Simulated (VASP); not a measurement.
# Si3C (P1) in VASP: a series of runs

Runs on Si3C. Level: PBEsol. Tasks: single point.

Program: VASP 6.6.1. These are calculated values, not measurements. Logs are shortened: lines on timing, memory, paths and dates and some standing lists are left out, and cuts for length are marked.

### Step 1. The cell of the first run

The typed cell holds 4 atoms: a = 6.058 Å, b = 6.058 Å, c = 6.058 Å, α = 31.85°, β = 31.85°, γ = 31.85°.

### Step 2. Single point, PBEsol

The input, INCAR:

```
SYSTEM = Si3C
  ALGO = Normal
  EDIFF = 1E-6
  ENCUT = 520
  GGA = PS
  ISIF = 2
  ISMEAR = -1
  LASPH = .True.
  LCHARG = .False.
  LREAL = .False.
  LWAVE = .False.
  NBANDS = 16
  NELM = 80
  PREC = Accurate
  SIGMA = 0.069
```

The input, KPOINTS:

```
k-points
0
Gamma
  4 4 4
  0 0 0
```

The input, POSCAR:

```
Si3C
1.0
    1.6623090000      0.9597340000      5.7454430000
   -1.6623090000      0.9597340000      5.7454430000
    0.0000000000     -1.9194690000      5.7454430000
C Si
1 3
Direct
    1.0358090298      0.0134563866     -0.0701383064
    0.4810269810      0.4659684088      0.5090291500
    0.3963538418      0.4299408584      0.2507292995
    0.8819027150      0.8718191505      0.8966768939
```

Potentials or basis: VASP PAW PBE potentials, release 64 (C, Si).

On the command line:

```sh
cat potpaw_PBE.64/C/POTCAR potpaw_PBE.64/Si/POTCAR > POTCAR
mpirun -np 1 vasp_std > vasp.out
```

OUTCAR:

```text
SYSTEM = Si3C
   EDIFF = 1E-6
   ENCUT = 520
   GGA = PS
   ISIF = 2
   ISMEAR = -1
   LASPH = .True.
   LREAL = .False.
   NELM = 80
   PREC = Accurate

 ion  position               nearest neighbor table
   1  0.036  0.013  0.930-   3 1.86   4 1.90   3 2.02   3 2.13
   2  0.481  0.466  0.509-   4 2.20   3 2.21   4 2.21   4 2.25
   3  0.396  0.430  0.251-   1 1.86   1 2.02   1 2.13   2 2.21   4 2.98   4 3.06
   4  0.882  0.872  0.897-   1 1.90   2 2.20   2 2.21   2 2.25   3 2.98   3 3.06

  LATTYP: Found a trigonal (rhomboedric) cell.
 ALAT       =     6.0575965389
 COS(alpha) =     0.8493903429

  Lattice vectors:

 A1 = (   1.6623090000,   0.9597340000,   5.7454430000)
 A2 = (  -1.6623090000,   0.9597340000,   5.7454430000)
 A3 = (   0.0000000000,  -1.9194690000,   5.7454430000)

Analysis of symmetry for initial positions (statically):
=====================================================================
 Subroutine PRICEL returns:
 Original cell was already a primitive cell.

 Routine SETGRP: Setting up the symmetry group for a
 trigonal (rhombohedral) supercell.

 Subroutine GETGRP returns: Found  1 space group operations
 (whereof  1 operations were pure point group operations)
 out of a pool of 12 trial point group operations.

The static configuration has the point symmetry C_1 .

Analysis of symmetry for dynamics (positions and initial velocities):
=====================================================================
 Subroutine PRICEL returns:
 Original cell was already a primitive cell.

 Routine SETGRP: Setting up the symmetry group for a
 trigonal (rhombohedral) supercell.

 Subroutine GETGRP returns: Found  1 space group operations
 (whereof  1 operations were pure point group operations)
 out of a pool of 12 trial point group operations.

The dynamic configuration has the point symmetry C_1 .

 Subroutine INISYM returns: Found  1 space group operations
 (whereof  1 operations are pure point group operations),
 and found     1 'primitive' translations

----------------------------------------------------------------------------------------

                                     Primitive cell

  volume of cell :      54.9968

  direct lattice vectors                    reciprocal lattice vectors
     1.662309000  0.959734000  5.745443000     0.300786436  0.173659169  0.058017004
    -1.662309000  0.959734000  5.745443000    -0.300786436  0.173659169  0.058017004
     0.000000000 -1.919469000  5.745443000     0.000000000 -0.347318338  0.058016974

  length of vectors
     6.057596539  6.057596539  6.057596595     0.352130601  0.352130601  0.352130653

  position of ions in fractional coordinates (direct lattice)
     0.035809030  0.013456387  0.929861694
     0.481026981  0.465968409  0.509029150
     0.396353842  0.429940858  0.250729300
     0.881902715  0.871819151  0.896676894

  ion indices of the primitive-cell ions
   primitive index   ion index
                 1           1
                 2           2
                 3           3
                 4           4

----------------------------------------------------------------------------------------

 KPOINTS: k-points

Automatic generation of k-mesh.
 Grid dimensions read from file:
 generate k-points for:    4    4    4

 Generating k-lattice:

  Cartesian coordinates                     Fractional coordinates (reciprocal lattice)
     0.075196609  0.043414792  0.014504251     0.250000000  0.000000000  0.000000000
    -0.075196609  0.043414792  0.014504251     0.000000000  0.250000000  0.000000000
     0.000000000 -0.086829584  0.014504244     0.000000000  0.000000000  0.250000000

  Length of vectors
     0.088032650  0.088032650  0.088032663

  Shift w.r.t. Gamma in fractional coordinates (k-lattice)
     0.000000000  0.000000000  0.000000000

 Subroutine IBZKPT returns following result:
 ===========================================

 Found     36 irreducible k-points:

 Following reciprocal coordinates:
            Coordinates               Weight
  0.000000  0.000000  0.000000      1.000000
  0.250000 -0.000000  0.000000      2.000000
 -0.000000  0.250000  0.000000      2.000000
  0.000000  0.000000  0.250000      2.000000
  0.500000 -0.000000  0.000000      1.000000
 -0.000000  0.500000  0.000000      1.000000
[... 16 lines left out ...]
  0.250000  0.250000  0.250000      2.000000
  0.500000  0.250000  0.250000      2.000000
 [... further k-points ...]
   k-points           NKPTS =     36   k-points in BZ     NKDIM =     36   number of bands    NBANDS=     16
   number of dos      NEDOS =    301   number of ions     NIONS =      4
   total plane-waves  NPLWV = 110592
   dimension x,y,z NGX =    48 NGY =   48 NGZ =   48
   dimension x,y,z NGXF=    96 NGYF=   96 NGZF=   96
   ions per type =               1   3
   NGX,Y,Z   is equivalent  to a cutoff of  13.17, 13.17, 13.17 a.u.
   NGXF,Y,Z  is equivalent  to a cutoff of  26.35, 26.35, 26.35 a.u.
 SYSTEM =  Si3C
[... 65 lines left out ...]
  band No.  band energies     occupation
      1      -6.8000      2.00000
      2      -3.2305      2.00000
      3      -0.8921      2.00000
      4       5.1450      2.00000
      5       6.3446      2.00000
      6       7.0219      2.00000
[... 8 lines left out ...]
     15      15.0046      0.00000
     16      16.5505      0.00000

 k-point     2 :       0.2500   -0.0000    0.0000
  band No.  band energies     occupation
      1      -5.9065      2.00000
      2      -2.4542      2.00000
      3      -0.0160      2.00000
      4       2.4886      2.00000
      5       4.9695      2.00000
      6       5.2888      2.00000
[... 8 lines left out ...]
     15      15.7348      0.00000
     16      16.5324      0.00000

 k-point     3 :      -0.0000    0.2500    0.0000
  band No.  band energies     occupation
      1      -5.8888      2.00000
      2      -2.4217      2.00000
      3      -0.0844      2.00000
      4       2.2747      2.00000
      5       5.0755      2.00000
      6       5.3357      2.00000
[... 8 lines left out ...]
     15      15.6073      0.00000
     16      16.5771      0.00000

 k-point     4 :       0.0000    0.0000    0.2500
  band No.  band energies     occupation
      1      -5.9300      2.00000
      2      -2.4533      2.00000
      3      -0.0092      2.00000
      4       2.8536      2.00000
      5       4.5677      2.00000
      6       5.3192      2.00000
[... 8 lines left out ...]
     15      15.9690      0.00000
     16      16.4817      0.00000

 k-point     5 :       0.5000   -0.0000    0.0000
  band No.  band energies     occupation
      1      -4.2387      2.00000
      2      -1.9207      2.00000
      3       0.4738      2.00000
      4       1.3096      2.00000
      5       3.0508      2.00000
      6       3.5773      2.00000
[... 8 lines left out ...]
     15      16.1860      0.00000
     16      16.6162      0.00000

 k-point     6 :      -0.0000    0.5000    0.0000
  band No.  band energies     occupation
      1      -4.0939      2.00000
      2      -2.0264      2.00000
      3       0.1429      2.00000
      4       1.3039      2.00000
      5       3.1840      2.00000
      6       3.5461      2.00000
[... 8 lines left out ...]
     15      16.2169      0.00000
     16      16.4913      0.00000
[... 267 lines left out ...]
 k-point    21 :       0.5000    0.0000    0.5000
  band No.  band energies     occupation
      1      -4.0852      2.00000
      2      -1.4504      2.00000
      3      -0.5326      2.00000
      4       0.1525      2.00000
      5       3.9543      2.00000
      6       4.5099      2.00000
[... 8 lines left out ...]
     15      18.1917      0.00000
     16      19.0557      0.00000

 k-point    22 :       0.0000    0.5000    0.5000
  band No.  band energies     occupation
      1      -4.2472      2.00000
      2      -1.0271      2.00000
      3      -0.6001      2.00000
      4       0.1106      2.00000
      5       4.0061      2.00000
      6       4.3338      2.00000
[... 8 lines left out ...]
     15      18.4066      0.00000
     16      19.3150      0.00000

 k-point    23 :       0.2500    0.2500    0.2500
  band No.  band energies     occupation
      1      -6.6526      2.00000
      2      -3.9846      2.00000
      3       0.3639      2.00000
      4       5.0542      2.00000
      5       5.4800      2.00000
      6       6.3661      2.00000
[... 8 lines left out ...]
     15      15.3441      0.00000
     16      16.7848      0.00000

 k-point    24 :       0.5000    0.2500    0.2500
  band No.  band energies     occupation
      1      -5.7141      2.00000
      2      -3.3169      2.00000
      3       1.3614      2.00000
      4       2.7048      2.00000
      5       4.5106      2.00000
      6       5.1074      2.00000
[... 8 lines left out ...]
     15      15.9948      0.00000
     16      16.5916      0.00000

 [... further k-points ...]

------------------------ aborting loop because EDIFF is reached ----------------------------------------

  FORCE on cell =-STRESS in cart. coord.  units (eV):
  Direction    XX          YY          ZZ          XY          YZ          ZX
  --------------------------------------------------------------------------------------
  -------------------------------------------------------------------------------------
  Total        3.0203019      1.2750050      4.2442835     -0.6644019     -1.3435255      0.7444212
  in kB       87.9879876     37.1436772    123.6452430    -19.3554762    -39.1398307     21.6866150
  external PRESSURE =      82.9256359 kB  Pullay stress =       0.0000000 kB

 VOLUME and BASIS-vectors are now :
 -----------------------------------------------------------------------------
  energy-cutoff  :      520.00
  volume of cell :       55.00
      direct lattice vectors                 reciprocal lattice vectors
     1.662309000  0.959734000  5.745443000     0.300786436  0.173659169  0.058017004
    -1.662309000  0.959734000  5.745443000    -0.300786436  0.173659169  0.058017004
     0.000000000 -1.919469000  5.745443000     0.000000000 -0.347318338  0.058016974

 POSITION                                       TOTAL-FORCE (eV/Angst)
 -----------------------------------------------------------------------------------
      0.03716     -1.73756      5.62552        -1.393491      1.086073     -0.207515
      0.02503     -0.06820      8.36551        -0.126393      0.264390      0.891356
     -0.05583      0.31176      6.18798         1.384274     -1.224604     -1.362986
      0.01676     -0.03804     15.22771         0.135610     -0.125859      0.679146
 -----------------------------------------------------------------------------------
    total drift:                                0.000052     -0.000129      0.000149

  FREE ENERGIE OF THE ION-ELECTRON SYSTEM (eV)
  ---------------------------------------------------
  free  energy   TOTEN  =       -25.3205258372 eV

  energy  without entropy=      -25.3082503074  energy(sigma->0) =      -25.31438807
```

It took 2.2 min on 1 thread of Intel Xeon 8259CL, shared host; peak memory 0.3 GiB.

What came out:

| Property | Result |
| --- | --- |
| Free energy | -25.3205 eV |
| Pressure | 8.3 GPa |
| Largest force | 2.296 eV/Å |
| Band gap on the k mesh | zero (bands 8 and 9 overlap by 1.89 eV) |

Forces on the atoms (eV/Å):
```
C   -1.393  1.086 -0.208
Si  -0.126  0.264  0.891
Si   1.384 -1.225 -1.363
Si   0.136 -0.126  0.679
```

Caveat: the k points lie up to 0.55 Å⁻¹ apart, too coarse for converged energies and pressures of a metal; the atoms stand as in a frame of molecular dynamics; the PAW data sets were made with another functional, which shifts forces and pressure a little.

### Step 3. Single point, PBEsol

This run uses another cell than the first one, of 14.44 Å³/atom.

The input, INCAR:

```
SYSTEM = Si3C
PREC     = Accurate       ! precision mode
ENCUT    = 520            ! plane-wave cutoff, eV
EDIFF    = 1E-6           ! SCF threshold, eV
ISMEAR   = -1             ! smearing method
SIGMA    = 0.069          ! smearing width, eV
LREAL    = .FALSE.        ! projectors in reciprocal space
LASPH    = .TRUE.         ! aspherical terms in the spheres
NELM     = 60             ! most SCF steps
ALGO     = Normal         ! electronic algorithm
ISIF     = 2              ! what is computed and relaxed
LWAVE    = .FALSE.        ! write WAVECAR
LCHARG   = .FALSE.        ! write CHGCAR
GGA      = PS             ! functional
NBANDS   = 16             ! bands
```

The input, KPOINTS:

```
Automatic mesh
0
G
  4 4 4
  0 0 0
```

The input, POSCAR:

```
Si3C
1.0
    1.6896900000      0.9755430000      5.8400820000
   -1.6896900000      0.9755430000      5.8400820000
    0.0000000000     -1.9510860000      5.8400820000
C Si
1 3
Direct
    1.0307649202      0.0171576905     -0.0451063831
    0.4794246082      0.4689575995      0.5262395528
    0.3921836042      0.3983403549      0.3026023018
    0.8830656851      0.8572360950      0.9295506295
```

Potentials or basis: VASP PAW PBE potentials, release 64 (C, Si).

On the command line:

```sh
cat potpaw_PBE.64/C/POTCAR potpaw_PBE.64/Si/POTCAR > POTCAR
mpirun -np 1 vasp_std > vasp.out
```

Run time: 2.4 min. Hardware: 1 thread of Intel Xeon 8259CL, shared host; peak memory 0.3 GiB.

The run converged. Its results:

```
Free energy            : -25.5066 eV
Pressure               : -0.1 GPa
Largest force          : 1.291 eV/Å
Band gap on the k mesh : zero (bands 8 and 9 overlap by 1.77 eV)
```

Forces in eV/Å, atoms in the order of the input:
```
C   -0.344  0.137 -0.644
Si   0.312 -0.239  1.229
Si   0.372 -0.430 -1.077
Si  -0.340  0.532  0.491
```

Stress tensor (GPa, compression positive):
```
-1.33  0.35 -0.40
 0.35 -1.80 -1.09
-0.40 -1.09  2.76
```

Levels at points of the mesh, in eV from the Fermi level:
| k point | band 5 | band 6 | band 7 | band 8 | band 9 | band 10 | band 11 | band 12 |
| --- | --- | --- | --- | --- | --- | --- | --- | --- |
| (0.00, 0.00, 0.00) | -2.79 | -1.61 | 0.07 | 0.84 | 1.02 | 2.51 | 3.12 | 3.38 |
| (0.50, 0.00, 0.00) | -5.48 | -4.93 | -4.36 | -1.67 | 0.62 | 1.70 | 2.52 | 4.87 |
| (0.00, 0.50, 0.00) | -5.39 | -5.03 | -4.26 | -1.72 | 0.76 | 1.70 | 2.47 | 4.77 |
| (0.00, 0.00, 0.50) | -5.50 | -4.80 | -4.53 | -1.66 | 0.64 | 1.58 | 2.55 | 4.71 |
| (0.50, 0.50, 0.00) | -4.65 | -4.59 | -2.46 | -1.18 | -0.93 | 0.53 | 1.87 | 3.37 |
| (0.50, 0.00, 0.50) | -4.57 | -4.30 | -2.62 | -1.35 | -0.79 | 0.77 | 1.72 | 3.33 |
| (0.00, 0.50, 0.50) | -4.65 | -4.35 | -2.53 | -1.37 | -0.79 | 0.72 | 1.74 | 3.31 |
| (0.50, 0.50, 0.50) | -3.25 | -2.77 | 0.40 | 0.72 | 1.19 | 2.57 | 3.49 | 4.06 |

Caveat: the k points lie up to 0.54 Å⁻¹ apart, too coarse for converged energies and pressures of a metal; the atoms stand as in a frame of molecular dynamics; the PAW data sets were made with another functional, which shifts forces and pressure a little.

### Step 4. Single point, PBEsol

This run uses another cell than the first one, of 14.67 Å³/atom.

The input, INCAR:

```
PREC     = Accurate       # precision mode
ENCUT    = 520            # plane-wave cutoff, eV
EDIFF    = 1E-6           # SCF threshold, eV
ISMEAR   = -1             # smearing method
SIGMA    = 0.052          # smearing width, eV
LREAL    = F              # projectors in reciprocal space
LASPH    = T              # aspherical terms in the spheres
NELM     = 80             # most SCF steps
ALGO     = Normal         # electronic algorithm
ISIF     = 2              # what is computed and relaxed
LWAVE    = F              # write WAVECAR
LCHARG   = F              # write CHGCAR
GGA      = PS             # functional
NBANDS   = 16             # bands
```

The input, KPOINTS:

```
regular mesh
0
Gamma
  4 4 4
```

The input, POSCAR:

```
Si3C
1.0
    1.6986113246      0.9806937055      5.8709154094
   -1.6986113246      0.9806937055      5.8709154094
    0.0000000000     -1.9613874110      5.8709154094
C Si
1 3
Direct
    0.9770796055      0.0347940003      0.0015530211
    0.5216761554      0.4688435864      0.4945369133
    0.3320373348      0.3876798462      0.3590306051
    0.9066784832      0.8791866142      0.8963581850
```

On the command line:

```sh
cat potpaw_PBE.64/C/POTCAR potpaw_PBE.64/Si/POTCAR > POTCAR
mpirun -np 1 vasp_std > vasp.out
```

It took 2.1 min on 1 thread of Intel Xeon 8259CL, shared host; peak memory 0.3 GiB.

The run converged. Its results:

* Free energy: -25.5196 eV
* Pressure: -2.7 GPa
* Largest force: 1.247 eV/Å
* Band gap on the k mesh: zero (bands 8 and 9 overlap by 1.76 eV)

Forces on the atoms (eV/Å):
```
C    0.137 -0.077 -1.238
Si  -0.544 -0.064  0.385
Si   0.021  0.066  1.142
Si   0.386  0.074 -0.289
```

Stress tensor (GPa, compression positive):
```
-2.98 -0.71  0.75
-0.71 -1.74  0.14
 0.75  0.14 -3.35
```

Levels at points of the mesh, in eV from the Fermi level:
```csv
k point,band 4,band 5,band 6,band 7,band 8,band 9,band 10,band 11,band 12,band 13
"(0.00, 0.00, 0.00)",-3.36,-3.31,-1.16,-0.06,1.02,1.28,2.56,3.43,3.50,4.04
"(0.50, 0.00, 0.00)",-6.72,-5.21,-4.69,-4.42,-1.41,0.41,1.94,2.75,4.96,5.40
"(0.00, 0.50, 0.00)",-7.04,-5.16,-4.69,-4.45,-1.33,0.39,2.07,2.77,4.95,5.24
"(0.00, 0.00, 0.50)",-6.90,-5.20,-4.64,-4.44,-1.36,0.42,2.02,2.75,4.88,5.30
"(0.50, 0.50, 0.00)",-8.04,-4.77,-4.29,-2.08,-1.08,-0.59,0.67,1.74,3.44,3.91
"(0.50, 0.00, 0.50)",-8.08,-4.78,-4.26,-2.06,-0.96,-0.74,0.61,1.71,3.46,3.93
"(0.00, 0.50, 0.50)",-7.93,-4.79,-4.30,-2.13,-1.04,-0.59,0.63,1.76,3.44,3.90
"(0.50, 0.50, 0.50)",-4.87,-3.35,-3.30,0.70,0.85,0.99,2.83,3.64,4.02,4.65
```

Caveat: the k points lie up to 0.54 Å⁻¹ apart, too coarse for converged energies and pressures of a metal; the PAW data sets were made with another functional, which shifts forces and pressure a little.

### Step 5. Overview

```tsv
cell	smearing	gap on the mesh (eV)	pressure (GPa)	largest force (eV/Å)
a = 6.058 Å, angles 31.9°, 4 atoms, atomic positions A	fermi-dirac 0.069 eV	none	8.3	2.30
a = 6.157 Å, angles 31.9°, 4 atoms, atomic positions B	fermi-dirac 0.069 eV	none	-0.1	1.29
a = 6.190 Å, angles 31.9°, 4 atoms, atomic positions C	fermi-dirac 0.052 eV	none	-2.7	1.25
```

Alike in all rows: task single point; level PBEsol; potentials or basis VASP PAW PBE potentials, release 64 (C, Si); no spin polarisation; k mesh 4 × 4 × 4; cutoff (eV) 520.

Caveats: all runs use coarse meshes; the PAW data sets were made with another functional, which shifts forces and pressure a little; the atoms stand as in a frame of molecular dynamics (at least some runs).

Absolute energies hang on the potentials; compare differences alone.
